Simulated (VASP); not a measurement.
# HfN (P6_3/mmc) in VASP: a series of runs

The runs below take HfN through single point, with LDA.

Everything below comes from runs of VASP 6.6.1. Logs are shortened: lines on timing, memory, paths and dates and some standing lists are left out, and cuts for length are marked.

## Step 1: The cell of the first run

It takes space group P6_3/mmc (No. 194, hexagonal). Conventional cell: a = 3.048 Å, b = 3.048 Å, c = 5.268 Å, α = 90.00°, β = 90.00°, γ = 120.00°. Hf (site symmetry -6m2) has 6 N at 2.20 Å within 2.9 Å. N (site symmetry -3m) has 6 Hf at 2.20 Å and 2 N at 2.63 Å within 2.9 Å.

## Step 2: Single point, LDA

INCAR

```
SYSTEM = HfN
PREC = Accurate
ENCUT = 520
EDIFF = 1E-6
ISMEAR = -1
SIGMA = 0.05
LREAL = .False.
LASPH = .True.
NELM = 60
ALGO = Normal
ISIF = 2
LWAVE = .False.
LCHARG = .False.
GGA = CA
NBANDS = 23
```

KPOINTS

```
Automatic mesh
0
Gamma
  8 8 4
  0 0 0
```

POSCAR

```
HfN
1.0
    3.0480039032      0.0000000000      0.0000000000
   -1.5240019516      2.6396488683      0.0000000000
    0.0000000000      0.0000000000      5.2682880310
Hf N
2 2
Direct
    0.6666666667      0.3333333333      0.7500000000
    0.3333333333      0.6666666667      0.2500000000
    0.0000000000      0.0000000000      0.0000000000
    0.0000000000      0.0000000000      0.5000000000
```

Potentials or basis: VASP PAW LDA potentials, release 64 (Hf_pv, N).

Started as:

```
> cat potpaw_LDA.64/Hf_pv/POTCAR potpaw_LDA.64/N/POTCAR > POTCAR
> mpirun -np 1 vasp_std > vasp.out
```

OUTCAR:

```text
SYSTEM = HfN
   PREC = Accurate
   ENCUT = 520
   EDIFF = 1E-6
   ISMEAR = -1
   LREAL = .False.
   LASPH = .True.
   NELM = 60
   ISIF = 2
   GGA = CA

 ion  position               nearest neighbor table
   1  0.667  0.333  0.750-   3 2.20   4 2.20   3 2.20   4 2.20   3 2.20   4 2.20   2 3.17   2 3.17
                             2 3.17   2 3.17   2 3.17   2 3.17
   2  0.333  0.667  0.250-   3 2.20   4 2.20   3 2.20   4 2.20   3 2.20   4 2.20   1 3.17   1 3.17
                             1 3.17   1 3.17   1 3.17   1 3.17
   3  0.000  0.000  0.000-   1 2.20   2 2.20   1 2.20   2 2.20   1 2.20   2 2.20
   4  0.000  0.000  0.500-   1 2.20   2 2.20   1 2.20   2 2.20   1 2.20   2 2.20

  LATTYP: Found a hexagonal cell.
 ALAT       =     3.0480039032
 C/A-ratio  =     1.7284387417

  Lattice vectors:

 A1 = (   3.0480039032,   0.0000000000,   0.0000000000)
 A2 = (  -1.5240019516,   2.6396488683,   0.0000000000)
 A3 = (   0.0000000000,   0.0000000000,   5.2682880310)

Analysis of symmetry for initial positions (statically):
=====================================================================
 Subroutine PRICEL returns:
 Original cell was already a primitive cell.

 Routine SETGRP: Setting up the symmetry group for a
 hexagonal supercell.

 Subroutine GETGRP returns: Found 24 space group operations
 (whereof 12 operations were pure point group operations)
 out of a pool of 24 trial point group operations.

The static configuration has the point symmetry D_3d.
 The point group associated with its full space group is D_6h.

Analysis of symmetry for dynamics (positions and initial velocities):
=====================================================================
 Subroutine PRICEL returns:
 Original cell was already a primitive cell.

 Routine SETGRP: Setting up the symmetry group for a
 hexagonal supercell.

 Subroutine GETGRP returns: Found 24 space group operations
 (whereof 12 operations were pure point group operations)
 out of a pool of 24 trial point group operations.

The dynamic configuration has the point symmetry D_3d.
 The point group associated with its full space group is D_6h.

 Subroutine INISYM returns: Found 24 space group operations
 (whereof 12 operations are pure point group operations),
 and found     1 'primitive' translations

----------------------------------------------------------------------------------------

                                     Primitive cell

  volume of cell :      42.3869

  direct lattice vectors                    reciprocal lattice vectors
     3.048003903  0.000000000  0.000000000     0.328083569  0.189419133  0.000000000
    -1.524001952  2.639648868  0.000000000     0.000000000  0.378838266  0.000000000
     0.000000000  0.000000000  5.268288031     0.000000000  0.000000000  0.189814982

  length of vectors
     3.048003903  3.048003953  5.268288031     0.378838272  0.378838266  0.189814982

  position of ions in fractional coordinates (direct lattice)
     0.666666667  0.333333333  0.750000000
     0.333333333  0.666666667  0.250000000
     0.000000000  0.000000000  0.000000000
     0.000000000  0.000000000  0.500000000

  ion indices of the primitive-cell ions
   primitive index   ion index
                 1           1
                 2           2
                 3           3
                 4           4

----------------------------------------------------------------------------------------

 KPOINTS: Automatic mesh

Automatic generation of k-mesh.
 Grid dimensions read from file:
 generate k-points for:    8    8    4

 Generating k-lattice:

  Cartesian coordinates                     Fractional coordinates (reciprocal lattice)
     0.041010446  0.023677392  0.000000000     0.125000000  0.000000000  0.000000000
     0.000000000  0.047354783  0.000000000     0.000000000  0.125000000  0.000000000
     0.000000000  0.000000000  0.047453746     0.000000000  0.000000000  0.250000000

  Length of vectors
     0.047354784  0.047354783  0.047453746

  Shift w.r.t. Gamma in fractional coordinates (k-lattice)
     0.000000000  0.000000000  0.000000000

 Subroutine IBZKPT returns following result:
 ===========================================

 Found     30 irreducible k-points:

 Following reciprocal coordinates:
            Coordinates               Weight
  0.000000  0.000000  0.000000      1.000000
  0.125000 -0.000000  0.000000      6.000000
  0.250000 -0.000000  0.000000      6.000000
  0.375000 -0.000000  0.000000      6.000000
  0.500000 -0.000000  0.000000      3.000000
  0.125000  0.125000  0.000000      6.000000
[... 16 lines left out ...]
  0.250000 -0.000000  0.500000      6.000000
  0.375000 -0.000000  0.500000      6.000000
 [... further k-points ...]
   k-points           NKPTS =     30   k-points in BZ     NKDIM =     30   number of bands    NBANDS=     23
   number of dos      NEDOS =    301   number of ions     NIONS =      4
   total plane-waves  NPLWV =  23040
   dimension x,y,z NGX =    24 NGY =   24 NGZ =   40
   dimension x,y,z NGXF=    48 NGYF=   48 NGZF=   80
   ions per type =               2   2
   NGX,Y,Z   is equivalent  to a cutoff of  13.09, 13.09, 12.62 a.u.
   NGXF,Y,Z  is equivalent  to a cutoff of  26.18, 26.18, 25.24 a.u.
 SYSTEM =  HfN
   PREC   = accura    normal or accurate (medium, high low for compatibility)
   ISTART =      0    job   : 0-new  1-cont  2-samecut
   ICHARG =      2    charge: 1-file 2-atom 10-const
   ISPIN  =      1    spin polarized calculation?
   LNONCOLLINEAR =      F non collinear calculations
   LSORBIT =      F    spin-orbit coupling
   LASPH  =      T    aspherical Exc in radial PAW
   ENCUT  =  520.0 eV  38.22 Ry    6.18 a.u.   5.67  5.67  9.80*2*pi/ulx,y,z
   NELM   =     60;   NELMIN=  2; NELMDL= -5     # of ELM steps
   EDIFF  = 0.1E-05   stopping-criterion for ELM
   LREAL  =      F    real-space projection
   EDIFFG = 0.1E-04   stopping-criterion for IOM
   NSW    =      0    number of steps for IOM
   IBRION =     -1    ionic relax: 0-MD 1-quasi-New 2-CG
   NFREE  =      0    steps in history (QN), initial steepest desc. (CG)
   ISIF   =      2    stress and relaxation
   ISYM   =      2    0-nonsym 1-usesym 2-fastsym
   POTIM  = 0.5000    time-step for ionic-motion
   TEBEG  =    0.0;   TEEND  =   0.0 temperature during run
   PSTRESS=    0.0 pullay stress
   NELECT =      30.0000    total number of electrons
   NUPDOWN=      -1.0000    fix difference up-down
   EMIN   =  10.00;   EMAX   =-10.00  energy-range for DOS
   EFERMI =   0.00;   METHOD = LEGACY
   ISMEAR =    -1;   SIGMA  =   0.05  broadening in eV -4-tet -1-fermi 0-gaus
   EFERMI_NEDOS =   21; number of points for ismear=-14 and -15
   IALGO  =     38    algorithm
   IMIX   =      4    mixing-type and parameters
     AMIX     =   0.40;   BMIX     =  1.00
     AMIX_MAG =   1.60;   BMIX_MAG =  1.00
  volume/ion in A,a.u.               =      10.60        71.51
  Fermi-wavevector in a.u.,A,eV,Ry     =   1.458943  2.757002 28.960182  2.128513
  Thomas-Fermi vector in A             =   2.575568
   LORBIT       =      0    0 simple, 1 ext, 2 COOP (PROOUT), +10 PAW based schemes
   GGA     = CA    functional components
   LHFCALC =     F    Hartree Fock is set to
   AEXX    =    0.0000 exact exchange contribution
   IVDW    =     0    specifies the selected vdW correction
   LEPSILON=     F    determine dielectric tensor
   LRPA    =     F    only Hartree local field effects (RPA)
 non-spin polarized calculation
  energy-cutoff  :      520.00
  volume of cell :       42.39
 maximum number of plane-waves:      1184
 NGX is ok and might be reduce to    24
   NGX = 11   NGY = 11   NGZ = 19

 number of electron      29.9999996 magnetization

 Free energy of the ion-electron system (eV)
  ---------------------------------------------------
  ext. energy  EPLUGINS =         0.00000000
  ---------------------------------------------------
  free energy    TOTEN  =       -47.47866283 eV

  energy without entropy =      -47.45930541  energy(sigma->0) =      -47.46898412

 E-fermi :   8.3809     XC(G=0): -13.4242

 val. band max:        8.3782926814   @ k =   0.5000  -0.0000   0.5000
 cond. band min:       8.3939888542   @ k =   0.3750   0.1250   0.5000
 fundamental gap:      0.0156961728
 Fermi energy:         8.3808696494

 k-point     1 :       0.0000    0.0000    0.0000
  band No.  band energies     occupation
      1     -22.9855      2.00000
      2     -21.7810      2.00000
      3     -21.6811      2.00000
      4     -21.6811      2.00000
      5     -21.6017      2.00000
      6     -21.6017      2.00000
[... 15 lines left out ...]
     22      14.7557      0.00000
     23      14.7557      0.00000

 k-point     2 :       0.1250   -0.0000    0.0000
  band No.  band energies     occupation
      1     -22.9096      2.00000
      2     -21.8692      2.00000
      3     -21.7877      2.00000
      4     -21.7751      2.00000
      5     -21.7378      2.00000
      6     -21.6179      2.00000
[... 15 lines left out ...]
     22      14.2223      0.00000
     23      14.6901      0.00000

 k-point     3 :       0.2500   -0.0000    0.0000
  band No.  band energies     occupation
      1     -22.7081      2.00000
      2     -22.3199      2.00000
      3     -22.1470      2.00000
      4     -21.8562      2.00000
      5     -21.8187      2.00000
      6     -21.6733      2.00000
[... 15 lines left out ...]
     22      14.3781      0.00000
     23      14.6758      0.00000
[... 495 lines left out ...]
 k-point    23 :       0.2500   -0.0000    0.5000
  band No.  band energies     occupation
      1     -22.4889      2.00000
      2     -22.4889      2.00000
      3     -22.0166      2.00000
      4     -22.0166      2.00000
      5     -21.7656      2.00000
      6     -21.7656      2.00000
[... 15 lines left out ...]
     22      14.2553      0.00000
     23      15.5397      0.00000

 k-point    24 :       0.3750   -0.0000    0.5000
  band No.  band energies     occupation
      1     -22.7468      2.00000
      2     -22.7468      2.00000
      3     -22.0375      2.00000
      4     -22.0375      2.00000
      5     -21.8514      2.00000
      6     -21.8514      2.00000
[... 15 lines left out ...]
     22      14.7182      0.00000
     23      16.5354      0.00000

 [... further k-points ...]
[... 5 lines left out ...]
  --------------------------------------------------------------------------------------
  -------------------------------------------------------------------------------------
  Total        4.1934436      4.1934437      4.3713298     -0.0000000      0.0000000      0.0000000
  in kB      158.5076382    158.5076450    165.2315444     -0.0000000      0.0000000      0.0000000
  external PRESSURE =     160.7489425 kB  Pullay stress =       0.0000000 kB

 VOLUME and BASIS-vectors are now :
 -----------------------------------------------------------------------------
  energy-cutoff  :      520.00
  volume of cell :       42.39
      direct lattice vectors                 reciprocal lattice vectors
     3.048003903  0.000000000  0.000000000     0.328083569  0.189419133  0.000000000
    -1.524001952  2.639648868  0.000000000     0.000000000  0.378838266  0.000000000
     0.000000000  0.000000000  5.268288031     0.000000000  0.000000000  0.189814982

 POSITION                                       TOTAL-FORCE (eV/Angst)
 -----------------------------------------------------------------------------------
      1.52400      0.87988      3.95122         0.000000      0.000000      0.000000
     -0.00000      1.75977      1.31707        -0.000000     -0.000000     -0.000000
      0.00000      0.00000      0.00000         0.000000      0.000000      0.000000
      0.00000      0.00000      2.63414         0.000000      0.000000      0.000000
 -----------------------------------------------------------------------------------
    total drift:                               -0.000000      0.000000     -0.000000

  FREE ENERGIE OF THE ION-ELECTRON SYSTEM (eV)
  ---------------------------------------------------
  free  energy   TOTEN  =       -47.4786628251 eV

  energy  without entropy=      -47.4593054103  energy(sigma->0) =      -47.46898412
```

Wall time 30 s (1 thread of AMD EPYC 7R13 (Zen 3), shared host); peak memory 0.12 GiB.

Results:

* Free energy: -47.4787 eV
* Pressure: 16.1 GPa
* Band gap on the k mesh: zero (band 15 reaches 10.60 eV, above the bottom of band 16 at 8.05 eV)

Stress tensor (GPa, compression positive):
```
15.85  0.00  0.00
 0.00 15.85  0.00
 0.00  0.00 16.52
```

Levels at points of the mesh, in eV from the Fermi level:
```
           k point  band 13  band 14  band 15  band 16  band 17  band 18
(0.00, 0.00, 0.00)    -3.64    -1.53    -0.61     0.86     0.86     1.92
(0.50, 0.00, 0.00)    -3.09    -2.84    -2.26     2.94     3.28     5.05
(0.00, 0.00, 0.50)    -4.51    -4.51     2.22     2.22     3.30     3.30
(0.50, 0.00, 0.50)    -4.54    -4.54     0.00     0.00     5.40     5.40
```

Caveat: spin-orbit coupling is left out, which moves the levels of the heavy elements.

## Step 3: Single point, LDA

This run uses another cell than the first one, of 10.90 Å³/atom, 1.029 times its volume.

INCAR

```
PREC = Accurate
ENCUT = 520
EDIFF = 1E-6
ISMEAR = -1
SIGMA = 0.05
LREAL = F
LASPH = T
NELM = 80
ALGO = Normal
ISIF = 2
LWAVE = F
LCHARG = T
LELF = T
LVHAR = T
NBANDS = 23
```

KPOINTS

```
Automatic mesh
0
Gamma
  8 8 4
```

POSCAR

```
HfN
1.0
    3.0771731770      0.0000000000      0.0000000000
   -1.5385865885      2.6649102010      0.0000000000
    0.0000000000      0.0000000000      5.3187053340
Hf N
2 2
Direct
    0.6666666667      0.3333333333      0.7500000000
    0.3333333333      0.6666666667      0.2500000000
    0.0000000000      0.0000000000      0.0000000000
    0.0000000000      0.0000000000      0.5000000000
```

Potentials or basis: VASP PAW LDA potentials, release 64 (Hf_pv, N).

Started as:

```
> cat potpaw_LDA.64/Hf_pv/POTCAR potpaw_LDA.64/N/POTCAR > POTCAR
> mpirun -np 1 vasp_std > vasp.out
```

OUTCAR:

```text
PREC = Accurate
   ENCUT = 520
   EDIFF = 1E-6
   ISMEAR = -1
   LREAL = F
   LASPH = T
   NELM = 80
   ISIF = 2

 ion  position               nearest neighbor table
   1  0.667  0.333  0.750-   3 2.22   4 2.22   3 2.22   4 2.22   3 2.22   4 2.22   2 3.20   2 3.20
                             2 3.20   2 3.20   2 3.20   2 3.20
   2  0.333  0.667  0.250-   3 2.22   4 2.22   3 2.22   4 2.22   3 2.22   4 2.22   1 3.20   1 3.20
                             1 3.20   1 3.20   1 3.20   1 3.20
   3  0.000  0.000  0.000-   1 2.22   2 2.22   1 2.22   2 2.22   1 2.22   2 2.22
[... 830 lines left out ...]
  -------------------------------------------------------------------------------------
  Total        1.6571786      1.6571787      1.7438187      0.0000000      0.0000000      0.0000000
  in kB       60.8750682     60.8750708     64.0577199      0.0000000      0.0000000      0.0000000
  external PRESSURE =      61.9359530 kB  Pullay stress =       0.0000000 kB

 VOLUME and BASIS-vectors are now :
 -----------------------------------------------------------------------------
  energy-cutoff  :      520.00
  volume of cell :       43.62
      direct lattice vectors                 reciprocal lattice vectors
     3.077173177  0.000000000  0.000000000     0.324973585  0.187623583  0.000000000
    -1.538586589  2.664910201  0.000000000     0.000000000  0.375247166  0.000000000
     0.000000000  0.000000000  5.318705334     0.000000000  0.000000000  0.188015680

 POSITION                                       TOTAL-FORCE (eV/Angst)
 -----------------------------------------------------------------------------------
      1.53859      0.88830      3.98903        -0.000000      0.000000      0.000000
     -0.00000      1.77661      1.32968         0.000000     -0.000000      0.000000
      0.00000      0.00000      0.00000        -0.000000      0.000000      0.000000
      0.00000      0.00000      2.65935        -0.000000      0.000000      0.000000
 -----------------------------------------------------------------------------------
    total drift:                                0.000000     -0.000000      0.000000

  FREE ENERGIE OF THE ION-ELECTRON SYSTEM (eV)
  ---------------------------------------------------
  free  energy   TOTEN  =       -47.5639758890 eV

  energy  without entropy=      -47.5442465564  energy(sigma->0) =      -47.55411122
```

Wall time 33 s (1 thread of AMD EPYC 7R13 (Zen 3), shared host); peak memory 0.13 GiB.

What came out:

```yaml
Free_energy: -47.5640 eV
Pressure: 6.2 GPa
Band_gap_on_the_k_mesh: zero (band 15 reaches 10.25 eV, above the bottom of band 16 at 7.80 eV)
```

Stress tensor (GPa, compression positive):
```
6.09 0.00 0.00
0.00 6.09 0.00
0.00 0.00 6.41
```

Caveat: spin-orbit coupling is left out, which moves the levels of the heavy elements.

## Step 4: Single point, LDA

This run uses another cell than the first one, of 11.21 Å³/atom, 1.058 times its volume.

INCAR

```
PREC     = Accurate       # precision mode
ENCUT    = 520            # plane-wave cutoff, eV
EDIFF    = 1E-6           # SCF threshold, eV
ISMEAR   = -1             # smearing method
SIGMA    = 0.05           # smearing width, eV
LREAL    = F              # projectors in reciprocal space
LASPH    = T              # aspherical terms in the spheres
NELM     = 80             # most SCF steps
ALGO     = Normal         # electronic algorithm
ISIF     = 2              # what is computed and relaxed
LWAVE    = F              # write WAVECAR
LCHARG   = T              # write CHGCAR
LELF     = T              # ELF
LVHAR    = T            
NBANDS   = 23             # bands
```

KPOINTS is that of step 3.

POSCAR

```
HfN
1.0
    3.1057996877      0.0000000000      0.0000000000
   -1.5528998438      2.6897014869      0.0000000000
    0.0000000000      0.0000000000      5.3681845040
Hf N
2 2
Direct
    0.6666666667      0.3333333333      0.7500000000
    0.3333333333      0.6666666667      0.2500000000
    0.0000000000      0.0000000000      0.0000000000
    0.0000000000      0.0000000000      0.5000000000
```

Started as:

```
> cat potpaw_LDA.64/Hf_pv/POTCAR potpaw_LDA.64/N/POTCAR > POTCAR
> mpirun -np 1 vasp_std > vasp.out
```

Run time: 32 s. Hardware: 1 thread of AMD EPYC 7R13 (Zen 3), shared host; peak memory 0.13 GiB.

It converged, with:

- Free energy: -47.5786 eV
- Pressure: -2.4 GPa
- Band gap on the k mesh: zero (band 15 reaches 9.92 eV, above the bottom of band 16 at 7.55 eV)

Levels at points of the mesh, in eV from the Fermi level:
| k point | band 11 | band 12 | band 13 | band 14 | band 15 | band 16 | band 17 | band 18 | band 19 | band 20 |
| --- | --- | --- | --- | --- | --- | --- | --- | --- | --- | --- |
| (0.00, 0.00, 0.00) | -4.65 | -3.48 | -3.48 | -1.53 | -0.53 | 0.84 | 0.84 | 1.54 | 2.00 | 2.00 |
| (0.50, 0.00, 0.00) | -5.62 | -5.43 | -3.06 | -2.69 | -2.24 | 2.72 | 3.04 | 4.72 | 4.91 | 5.86 |
| (0.00, 0.00, 0.50) | -4.30 | -4.30 | -4.30 | -4.30 | 2.07 | 2.07 | 3.11 | 3.11 | 3.11 | 3.11 |
| (0.50, 0.00, 0.50) | -5.41 | -5.41 | -4.37 | -4.37 | -0.06 | -0.06 | 5.04 | 5.04 | 5.07 | 5.07 |

Caveat: spin-orbit coupling is left out, which moves the levels of the heavy elements.

(Part 1 of 2 ends here.)
